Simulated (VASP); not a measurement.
Rb, 1 atom in the cell. The structure is cubic, space group Im-3m (No. 229). Conventional cell: a = 5.679 Å, b = 5.679 Å, c = 5.679 Å, α = 90.00°, β = 90.00°, γ = 90.00°.  This cell differs from its parent crystal: strained.

```yaml
Program: VASP 6.6.1
Task: single point
Functional: PBEsol
Potentials_or_basis: VASP PAW PBE potentials, release 64 (Rb_sv)
Cutoff: 520 eV
k_mesh: 10 × 10 × 10
Occupations: gaussian, width 0.1 eV
Spin: no spin polarisation
Dipole_correction: no
Further_INCAR_settings: ALGO = Fast; EDIFF = 1e-07; NBANDS = 10
```

Potentials or basis: VASP PAW PBE potentials, release 64 (Rb_sv).

Run with:

```sh
$ cat potpaw_PBE.64/Rb_sv/POTCAR > POTCAR
$ mpirun -np 1 vasp_std > vasp.out
```

Hardware: 1 thread of Oxide Virtual Turin-like Processor (shared host).

**Question.** How long does it take, and how much memory?

**Answer.** It took 38 s on 1 thread of Oxide Virtual Turin-like Processor, with other jobs on the host, peak memory 0.21 GiB. Counts: scf iterations 13, k points 47.
